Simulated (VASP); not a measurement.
Crystal: HfSiO4.

```xyz
12
Lattice="-3.2862 3.2862 2.9220 3.2862 -3.2862 2.9220 3.2862 3.2862 -2.9220" Properties=species:S:1:pos:R:3 pbc="T T T"
Hf    0.0000    0.0000    0.0000
Hf    0.0000    3.2862    1.4610
Si    0.0000    0.0000    2.9220
Si    3.2862    0.0000    1.4610
O     2.0736    3.2862    1.0531
O     3.2863   -1.2126    2.5141
O     1.2126    0.0000    3.9750
O     3.2862    1.2126    2.5141
O     2.0736    0.0000    0.4079
O     0.0000    1.2126    1.8689
O     4.4989    0.0000    0.4079
O     3.2862    2.0736   -1.0531
```

```yaml
Program: VASP 6.6.1
Task: relaxation of the atoms
Functional: PBE
Potentials_or_basis: VASP PAW PBE potentials, release 64 (Hf_pv, Si, O)
Cutoff: 520 eV
k_mesh: 5 × 5 × 5
Occupations: fermi-dirac, width 0.05 eV
Spin: no spin polarisation
```

At the start: pressure 11.9 GPa; volume 10.52 Å³/atom.

Where does the relaxation end?

Over 3 steps the energy falls by 3.1 meV/atom at a fixed cell; space group I4_1/amd (No. 141, to 0.1 Å) before and after.

Step by step:
| step | energy change (eV) | largest force (eV/Å) | pressure (GPa) |
| --- | --- | --- | --- |
| 1 | 0.0000 | 0.7463 | 11.91 |
| 2 | 0.0879 | 1.3225 | 9.19 |
| 3 | -0.0373 | 0.0053 | 10.77 |

Final structure:
```
Hf Si O
1.0
    -3.28625    3.28625    2.92197
     3.28625   -3.28625    2.92197
     3.28625    3.28625   -2.92197
Hf Si O
2 2 8
Cartesian
  0.0000 0.0000 0.0000
  0.0000 3.2862 1.4610
  0.0000 0.0000 2.9220
  3.2862 0.0000 1.4610
  2.0637 3.2862 1.0608
  3.2862 -1.2226 2.5218
  1.2226 0.0000 3.9828
  3.2863 1.2226 2.5218
  2.0637 0.0000 0.4002
  0.0000 1.2226 1.8612
  4.5088 0.0000 0.4002
  3.2862 2.0637 -1.0608
```
